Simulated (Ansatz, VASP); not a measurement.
## One calculation of Al2Pt, two programs

```xyz
3
Lattice="0.0000 2.9518 2.9518 2.9518 0.0000 2.9518 2.9518 2.9518 0.0000" Properties=species:S:1:pos:R:3 pbc="T T T"
Pt    0.0000    0.0000    0.0000
Al    1.4759    1.4759    1.4759
Al    4.4277    4.4277    4.4277
```

Alike in both runs: functional r2SCAN; k mesh 13 × 13 × 13; occupations fermi-dirac, width 0.05 eV; no spin polarisation.

Ansatz relaxed the structure, and its values are those at the end. VASP's run is a single point on that final structure, the one shown.

```csv
,VASP,Ansatz
version,VASP 6.6.1,Ansatz 0.2.0
potentials or method,"VASP PAW PBE potentials, release 64 (Pt, Al)","PAW with Ansatz's default frozen-core files, scalar-relativistic"
plane-wave cutoff (eV),520,500
valence electrons in the cell,16,24
```

```csv
,VASP,Ansatz,Ansatz less VASP
pressure (GPa),-0.2,0.0,+0.24
```

VASP's potentials were made for PBE, not for r2SCAN. VASP's potentials hold 16 valence electrons a cell and Ansatz's 24, so a difference there can come from the potentials and not from the codes.

Spin-orbit coupling is off throughout.
